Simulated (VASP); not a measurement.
Runs of VASP 6.6.1 on Zn. The structure is that of space group P6_3/mmc (No. 194), or close to it. The cells are those of the table. 

```csv
task,cell,k mesh,cutoff (eV),gap on the mesh (eV),pressure (GPa)
single point,"a = 2.620, b = 2.620, c = 5.007 Å, angles 90.0, 90.0, 120.0°, 2 atoms",18 × 18 × 8,520,none,2.8
single point,"a = 2.670, b = 2.670, c = 4.966 Å, angles 90.0, 90.0, 120.0°, 2 atoms",9 × 9 × 4,520,none,-0.5
relaxation of shape and atoms at fixed volume,"relaxed from a = 2.595, b = 2.595, c = 4.785 Å, angles 90.0, 90.0, 120.0°, 2 atoms",18 × 18 × 8,600,none,7.2
single point,"a = 2.670, b = 2.670, c = 4.966 Å, angles 90.0, 90.0, 120.0°, 2 atoms",18 × 18 × 8,520,none,-0.6
single point,"a = 2.624, b = 2.624, c = 4.837 Å, angles 90.0, 90.0, 120.0°, 2 atoms",18 × 18 × 8,520,none,4.4
relaxation of shape and atoms at fixed volume,"relaxed from a = 2.577, b = 2.577, c = 4.694 Å, angles 90.0, 90.0, 120.0°, 2 atoms",18 × 18 × 8,600,none,11.1
single point,"a = 2.662, b = 2.662, c = 5.300 Å, angles 90.0, 90.0, 120.0°, 2 atoms",18 × 18 × 8,520,none,-2.8
single point,"a = 2.588, b = 2.588, c = 4.655 Å, angles 90.0, 90.0, 120.0°, 2 atoms",18 × 18 × 8,520,none,(b)
single point,"a = 2.606, b = 2.606, c = 4.747 Å, angles 90.0, 90.0, 120.0°, 2 atoms",18 × 18 × 8,520,none,(c)
single point,"a = 2.633, b = 2.633, c = 5.108 Å, angles 90.0, 90.0, 120.0°, 2 atoms",18 × 18 × 8,520,none,(a)
single point,"a = 2.649, b = 2.649, c = 5.200 Å, angles 90.0, 90.0, 120.0°, 2 atoms",18 × 18 × 8,520,none,-1.4
```

Alike in all rows: level PBE; potentials or basis VASP PAW PBE potentials, release 64 (Zn); no spin polarisation; smearing gaussian 0.1 eV.

Question: Fill in the values left out.

Answer: (a) 0.3; (b) 11.2; (c) 7.5.

Caveats: the cell stands under pressure (at least some runs).

A gap of «none» marks levels without a gap at the run's occupations.
